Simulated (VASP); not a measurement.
Runs of VASP 6.6.1 on InP. The structure is that of space group F-43m (No. 216), or close to it. The cells are those of the table. 

```tsv
task	cell	cutoff (eV)	gap on the mesh (eV)	pressure (GPa)
relaxation of cell and atoms	relaxed to 8 GPa from a = 4.144 Å, angles 60.0°, 2 atoms	600	1.01	7.9
single point	a = 4.214 Å, angles 60.0°, 2 atoms	520	0.44	-0.1
relaxation of cell and atoms	relaxed from a = 4.144 Å, angles 60.0°, 2 atoms	600	0.44	0.0
relaxation of cell and atoms	relaxed to 6 GPa from a = 4.144 Å, angles 60.0°, 2 atoms	600	0.89	6.0
relaxation of cell and atoms	relaxed to 2 GPa from a = 4.144 Å, angles 60.0°, 2 atoms	600	0.61	2.0
single point	a = 4.132 Å, angles 60.0°, 2 atoms	520	0.76	3.9
single point	a = 4.069 Å, angles 60.0°, 2 atoms	520	1.01	7.9
relaxation of cell and atoms	relaxed to 4 GPa from a = 4.144 Å, angles 60.0°, 2 atoms	600	0.76	4.0
single point	a = 4.170 Å, angles 60.0°, 2 atoms	520	0.61	(a)
single point	a = 4.099 Å, angles 60.0°, 2 atoms	520	0.89	5.9
```

Alike in all rows: level PBE; potentials or basis VASP PAW PBE potentials, release 64 (In_d, P); no spin polarisation; k mesh 6 × 6 × 6; smearing gaussian 0.01 eV.

Q: Estimate the missing entries.

A: (a) 1.9.

Caveats: spin-orbit coupling is left out, which moves the levels of the heavy elements; the cell is relaxed towards a set pressure, so the enthalpy falls and the energy may rise (some runs).

A k mesh can miss the band edges, and the runs leave out spin-orbit coupling on In.
